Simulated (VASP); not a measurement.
# ScCdC4N4 (P4/mmm) in VASP: further runs

The runs below take ScCdC4N4 through single point, with PBE.

Everything below comes from runs of VASP 6.6.1. Logs are shortened: lines on timing, memory, paths and dates and some standing lists are left out, and cuts for length are marked.

## 1. The cell of the first run

It takes space group P4/mmm (No. 123, tetragonal). Conventional cell: a = 8.007 Å, b = 8.007 Å, c = 3.654 Å, α = 90.00°, β = 90.00°, γ = 90.00°. Within 2.9 Å of Sc (site symmetry 4/mmm) lie 4 N at 2.18 Å. Cd (site symmetry 4/mmm) has 4 C at 2.32 Å within 3.1 Å. Within 1.6 Å of C (site symmetry m2m) lie 1 N at 1.17 Å. Within 1.6 Å of N (site symmetry m2m) lie 1 C at 1.17 Å.

## 2. Single point, PBE

File INCAR:

```
SYSTEM = ScCdC4N4
  PREC = Accurate
  ENCUT = 520
  EDIFF = 1E-6
  ISMEAR = 0
  SIGMA = 0.1
  LREAL = .FALSE.
  LASPH = .TRUE.
  NELM = 60
  ALGO = Normal
  ISIF = 2
  LWAVE = .FALSE.
  LCHARG = .FALSE.
  GGA = PE
  NBANDS = 40
```

File KPOINTS:

```
Automatic mesh
0
G
  2 2 6
  0 0 0
```

File POSCAR:

```
ScCdC4N4
1.0
    8.0066332093      0.0000000000      0.0000000000
    0.0000000000      8.0066332093      0.0000000000
    0.0000000000      0.0000000000      3.6540209971
Sc Cd C N
1 1 4 4
Direct
    0.5000000000      0.5000000000      0.0000000000
    0.0000000000      0.0000000000      0.0000000000
    0.2045569647      0.7954430353      0.0000000000
    0.7954430353      0.2045569647      0.0000000000
    0.2045569647      0.2045569647      0.0000000000
    0.7954430353      0.7954430353      0.0000000000
    0.3078531202      0.6921468798      0.0000000000
    0.6921468798      0.3078531202      0.0000000000
    0.3078531202      0.3078531202      0.0000000000
    0.6921468798      0.6921468798      0.0000000000
```

Potentials or basis: VASP PAW PBE potentials, release 64 (Sc_sv, Cd, C, N).

Run with:

```sh
$ cat potpaw_PBE.64/Sc_sv/POTCAR potpaw_PBE.64/Cd/POTCAR potpaw_PBE.64/C/POTCAR potpaw_PBE.64/N/POTCAR > POTCAR
$ mpirun -np 1 vasp_std > vasp.out
```

OUTCAR:

```text
SYSTEM = ScCdC4N4
   PREC = Accurate
   ENCUT = 520
   EDIFF = 1E-6
   ISMEAR = 0
   LREAL = .FALSE.
   LASPH = .TRUE.
   NELM = 60
   ISIF = 2
   GGA = PE

 ion  position               nearest neighbor table
   1  0.500  0.500  0.000-   7 2.18   8 2.18   9 2.18  10 2.18
   2  0.000  0.000  0.000-   3 2.32   4 2.32   5 2.32   6 2.32
   3  0.205  0.795  0.000-   7 1.17   2 2.32
   4  0.795  0.205  0.000-   8 1.17   2 2.32
   5  0.205  0.205  0.000-   9 1.17   2 2.32
   6  0.795  0.795  0.000-  10 1.17   2 2.32
   7  0.308  0.692  0.000-   3 1.17   1 2.18
   8  0.692  0.308  0.000-   4 1.17   1 2.18
   9  0.308  0.308  0.000-   5 1.17   1 2.18
  10  0.692  0.692  0.000-   6 1.17   1 2.18

  LATTYP: Found a simple tetragonal cell.
 ALAT       =     8.0066332093
 C/A-ratio  =     0.4563742214

  Lattice vectors:

 A1 = (   8.0066332093,   0.0000000000,   0.0000000000)
 A2 = (   0.0000000000,   8.0066332093,   0.0000000000)
 A3 = (   0.0000000000,   0.0000000000,   3.6540209971)

Analysis of symmetry for initial positions (statically):
=====================================================================
 Subroutine PRICEL returns:
 Original cell was already a primitive cell.

 Routine SETGRP: Setting up the symmetry group for a
 simple tetragonal supercell.

 Subroutine GETGRP returns: Found 16 space group operations
 (whereof 16 operations were pure point group operations)
 out of a pool of 16 trial point group operations.

The static configuration has the point symmetry D_4h.

Analysis of symmetry for dynamics (positions and initial velocities):
=====================================================================
 Subroutine PRICEL returns:
 Original cell was already a primitive cell.

 Routine SETGRP: Setting up the symmetry group for a
 simple tetragonal supercell.

 Subroutine GETGRP returns: Found 16 space group operations
 (whereof 16 operations were pure point group operations)
 out of a pool of 16 trial point group operations.

The dynamic configuration has the point symmetry D_4h.

 Subroutine INISYM returns: Found 16 space group operations
 (whereof 16 operations are pure point group operations),
 and found     1 'primitive' translations

----------------------------------------------------------------------------------------

                                     Primitive cell

  volume of cell :     234.2453

[... 98 lines left out ...]
   ISYM   =      2    0-nonsym 1-usesym 2-fastsym
   POTIM  = 0.5000    time-step for ionic-motion
   TEBEG  =    0.0;   TEEND  =   0.0 temperature during run
   PSTRESS=    0.0 pullay stress
   NELECT =      59.0000    total number of electrons
   NUPDOWN=      -1.0000    fix difference up-down
   EMIN   =  10.00;   EMAX   =-10.00  energy-range for DOS
   EFERMI =   0.00;   METHOD = LEGACY
   ISMEAR =     0;   SIGMA  =   0.10  broadening in eV -4-tet -1-fermi 0-gaus
   EFERMI_NEDOS =   21; number of points for ismear=-14 and -15
   IALGO  =     38    algorithm
   IMIX   =      4    mixing-type and parameters
     AMIX     =   0.40;   BMIX     =  1.00
     AMIX_MAG =   1.60;   BMIX_MAG =  1.00
  volume/ion in A,a.u.               =      23.42       158.08
  Fermi-wavevector in a.u.,A,eV,Ry     =   1.033876  1.953743 14.543267  1.068900
  Thomas-Fermi vector in A             =   2.168144
   LORBIT       =      0    0 simple, 1 ext, 2 COOP (PROOUT), +10 PAW based schemes
   GGA     = PE    functional components
   LHFCALC =     F    Hartree Fock is set to
   AEXX    =    0.0000 exact exchange contribution
   IVDW    =     0    specifies the selected vdW correction
   LEPSILON=     F    determine dielectric tensor
   LRPA    =     F    only Hartree local field effects (RPA)
 non-spin polarized calculation
 Gauss-broadening in eV      SIGMA  =   0.10
  energy-cutoff  :      520.00
  volume of cell :      234.25
 maximum number of plane-waves:      6338
 NGX is ok and might be reduce to    60
   NGX = 29   NGY = 29   NGZ = 13

 number of electron      58.9999998 magnetization

 Free energy of the ion-electron system (eV)
  ---------------------------------------------------
  ext. energy  EPLUGINS =         0.00000000
  ---------------------------------------------------
  free energy    TOTEN  =       -74.81755860 eV

  energy without entropy =      -74.79944439  energy(sigma->0) =      -74.80850150

 E-fermi :  -0.3046     XC(G=0):  -6.8962

 val. band max:       -0.3194386288   @ k =   0.5000   0.5000   0.1667
 cond. band min:      -0.0807950885   @ k =   0.5000   0.5000   0.5000
 fundamental gap:      0.2386435403
 Fermi energy:        -0.3046139448

 k-point     1 :       0.0000    0.0000    0.0000
  band No.  band energies     occupation
      1     -50.7266      2.00000
      2     -29.3746      2.00000
      3     -29.3746      2.00000
      4     -29.2985      2.00000
      5     -18.9280      2.00000
      6     -18.8260      2.00000
[... 505 lines left out ...]
     39       3.3764      0.00000
     40       3.3765      0.00000

------------------------ aborting loop because EDIFF is reached ----------------------------------------

  FORCE on cell =-STRESS in cart. coord.  units (eV):
  Direction    XX          YY          ZZ          XY          YZ          ZX
  --------------------------------------------------------------------------------------
  -------------------------------------------------------------------------------------
  Total        1.0650222      1.0650222      0.2950615      0.0000000      0.0000000     -0.0000000
  in kB        7.2844763      7.2844763      2.0181442      0.0000000      0.0000000     -0.0000000
  external PRESSURE =       5.5290323 kB  Pullay stress =       0.0000000 kB

 VOLUME and BASIS-vectors are now :
 -----------------------------------------------------------------------------
  energy-cutoff  :      520.00
  volume of cell :      234.25
      direct lattice vectors                 reciprocal lattice vectors
     8.006633209  0.000000000  0.000000000     0.124896442  0.000000000  0.000000000
     0.000000000  8.006633209  0.000000000     0.000000000  0.124896442  0.000000000
     0.000000000  0.000000000  3.654020997     0.000000000  0.000000000  0.273671115

 POSITION                                       TOTAL-FORCE (eV/Angst)
 -----------------------------------------------------------------------------------
      4.00332      4.00332      0.00000        -0.000000      0.000000      0.000000
      0.00000      0.00000      0.00000        -0.000000      0.000000      0.000000
      1.63781      6.36882      0.00000        -0.255120      0.255120     -0.000000
      6.36882      1.63781      0.00000         0.255120     -0.255120      0.000000
      1.63781      1.63781      0.00000        -0.255120     -0.255120     -0.000000
      6.36882      6.36882      0.00000         0.255120      0.255120      0.000000
      2.46487      5.54177      0.00000         0.252897     -0.252897     -0.000000
      5.54177      2.46487      0.00000        -0.252897      0.252897      0.000000
      2.46487      2.46487      0.00000         0.252897      0.252897     -0.000000
      5.54177      5.54177      0.00000        -0.252897     -0.252897      0.000000
 -----------------------------------------------------------------------------------
    total drift:                               -0.000000      0.000000      0.000000

  FREE ENERGIE OF THE ION-ELECTRON SYSTEM (eV)
  ---------------------------------------------------
  free  energy   TOTEN  =       -74.8175586043 eV

  energy  without entropy=      -74.7994443901  energy(sigma->0) =      -74.80850150
```

OSZICAR:

```text
N       E                     dE             d eps       ncg     rms          rms(c)
DAV:   1     0.612779591633E+03    0.61278E+03   -0.26199E+04   960   0.129E+03
DAV:   2    -0.948903294028E+01   -0.62227E+03   -0.60735E+03  1168   0.361E+02
DAV:   3    -0.839504804676E+02   -0.74461E+02   -0.73354E+02  1360   0.137E+02
DAV:   4    -0.873331313136E+02   -0.33827E+01   -0.33132E+01  1416   0.323E+01
DAV:   5    -0.874447592706E+02   -0.11163E+00   -0.11046E+00  1352   0.530E+00    0.214E+01
DAV:   6    -0.754993303029E+02    0.11945E+02   -0.38900E+01  1584   0.412E+01    0.117E+01
DAV:   7    -0.749474295740E+02    0.55190E+00   -0.44163E+00  1296   0.115E+01    0.737E+00
DAV:   8    -0.748228225017E+02    0.12461E+00   -0.81950E-01  1368   0.492E+00    0.145E+00
DAV:   9    -0.748175328701E+02    0.52896E-02   -0.10318E-01  1504   0.199E+00    0.642E-01
DAV:  10    -0.748174784583E+02    0.54412E-04   -0.16889E-02  1424   0.698E-01    0.230E-01
DAV:  11    -0.748175729991E+02   -0.94541E-04   -0.18274E-03  1344   0.309E-01    0.803E-02
DAV:  12    -0.748176213647E+02   -0.48366E-04   -0.36554E-04  1384   0.940E-02    0.420E-02
DAV:  13    -0.748175801520E+02    0.41213E-04   -0.11120E-04  1416   0.720E-02    0.127E-02
DAV:  14    -0.748175624591E+02    0.17693E-04   -0.24126E-05  1256   0.311E-02    0.738E-03
DAV:  15    -0.748175589699E+02    0.34892E-05   -0.37845E-06  1080   0.991E-03    0.189E-03
DAV:  16    -0.748175586043E+02    0.36563E-06   -0.27667E-07   760   0.464E-03
   1 F= -.74817559E+02 E0= -.74808501E+02  d E =-.181142E-01
```

stdout:

```text
POSCAR found type information on POSCAR ScCdC N
 POSCAR found :  4 types and      10 ions
 scaLAPACK will be used
 LDA part: xc-table for (Slater+PW92), standard interpolation
 POSCAR, INCAR and KPOINTS ok, starting setup
 FFT: planning ... GRIDC
 FFT: planning ... GRID_SOFT
 FFT: planning ... GRID
 WAVECAR not read
 entering main loop
```

Wall time 67 s (1 thread of Intel Xeon 6975P-C (Granite Rapids), shared host); peak memory 0.37 GiB.

What came out:

```
Free energy            : -74.8176 eV
Pressure               : 0.6 GPa
Largest force          : 0.361 eV/Å
Band gap on the k mesh : zero (an odd number of electrons rules out a gap without spin polarisation)
```

Forces on the atoms (eV/Å):
```
Sc   0.000  0.000  0.000
Cd   0.000  0.000  0.000
C   -0.255  0.255  0.000
C    0.255 -0.255  0.000
C   -0.255 -0.255  0.000
C    0.255  0.255  0.000
N    0.253 -0.253  0.000
N   -0.253  0.253  0.000
N    0.253  0.253  0.000
N   -0.253 -0.253  0.000
```

Stress tensor (GPa, compression positive):
```
0.73 0.00 0.00
0.00 0.73 0.00
0.00 0.00 0.20
```

Caveat: the k points lie up to 0.39 Å⁻¹ apart, too coarse for converged energies and pressures of a metal.

## 3. Single point, PBE

This run uses another cell than the first one, of 18.15 Å³/atom.

File INCAR:

```
SYSTEM = ScCdC4N4
ALGO = Normal ; EDIFF = 1E-6
ENCUT = 520 ; GGA = PE
ISIF = 2 ; ISMEAR = 0
LASPH = .True. ; LCHARG = .True.
LELF = .True. ; LREAL = .False.
LVHAR = .True. ; LWAVE = .False.
NBANDS = 40 ; NELM = 80
PREC = Accurate ; SIGMA = 0.1
```

File KPOINTS:

```
k-points
0
Gamma
  2 2 6
  0 0 0
```

File POSCAR:

```
ScCdC4N4
1.0
    7.4826039600      0.0000000000      0.0000000000
    0.0000000000      7.4826039600      0.0000000000
    0.0000000000      0.0000000000      3.2418577100
Sc Cd C N
1 1 4 4
Direct
    0.5000000000      0.5000000000      0.0000000000
    0.0000000000      0.0000000000      0.0000000000
    0.1890946900      0.8109053100      0.0000000000
    0.8109053100      0.1890946900      0.0000000000
    0.1890946900      0.1890946900      0.0000000000
    0.8109053100      0.8109053100      0.0000000000
    0.2996598000      0.7003402000      0.0000000000
    0.7003402000      0.2996598000      0.0000000000
    0.2996598000      0.2996598000      0.0000000000
    0.7003402000      0.7003402000      0.0000000000
```

Potentials or basis: VASP PAW PBE potentials, release 64 (Sc_sv, Cd, C, N).

Run with:

```sh
$ cat potpaw_PBE.64/Sc_sv/POTCAR potpaw_PBE.64/Cd/POTCAR potpaw_PBE.64/C/POTCAR potpaw_PBE.64/N/POTCAR > POTCAR
$ mpirun -np 1 vasp_std > vasp.out
```

It took 66 s on 1 thread of Intel Xeon 6975P-C (Granite Rapids), shared host; peak memory 0.3 GiB.

It converged, with:

```yaml
Free_energy: -72.0447 eV
Pressure: 13.9 GPa
Largest_force: 3.696 eV/Å
Band_gap_on_the_k_mesh: zero (an odd number of electrons rules out a gap without spin polarisation)
```

Forces on the atoms (eV/Å):
```
Sc   0.000  0.000  0.000
Cd   0.000  0.000  0.000
C    2.614 -2.614  0.000
C   -2.614  2.614  0.000
C    2.614  2.614  0.000
C   -2.614 -2.614  0.000
N    0.090 -0.090  0.000
N   -0.090  0.090  0.000
N    0.090  0.090  0.000
N   -0.090 -0.090  0.000
```

Stress tensor (GPa, compression positive):
```
19.13  0.00  0.00
 0.00 19.13  0.00
 0.00  0.00  3.46
```

Levels at points of the mesh, in eV from the Fermi level:
```tsv
k point	band 26	band 27	band 28	band 29	band 30	band 31	band 32	band 33	band 34	band 35
(0.00, 0.00, 0.00)	-3.67	-3.67	-3.55	-0.58	-0.57	0.84	2.42	2.42	3.55	3.55
(0.50, 0.00, 0.00)	-3.71	-3.64	-3.51	-0.56	-0.47	1.25	2.18	2.42	2.74	4.13
(0.50, 0.50, 0.00)	-3.68	-3.67	-3.67	-0.72	-0.45	1.69	2.42	2.42	3.31	3.53
(0.00, 0.00, 0.50)	-4.05	-4.05	-3.67	-0.69	-0.11	0.63	0.63	1.27	3.50	3.69
(0.50, 0.00, 0.50)	-4.27	-3.96	-3.72	-0.84	0.04	0.73	1.58	1.59	1.95	2.98
(0.50, 0.50, 0.50)	-4.04	-3.70	-3.70	-0.17	-0.10	0.65	0.65	1.80	1.95	3.82
```

Caveat: the k points lie up to 0.42 Å⁻¹ apart, too coarse for converged energies and pressures of a metal; forces of over 1 eV/Å act on the atoms, so gaps and moduli don't describe the material at rest.
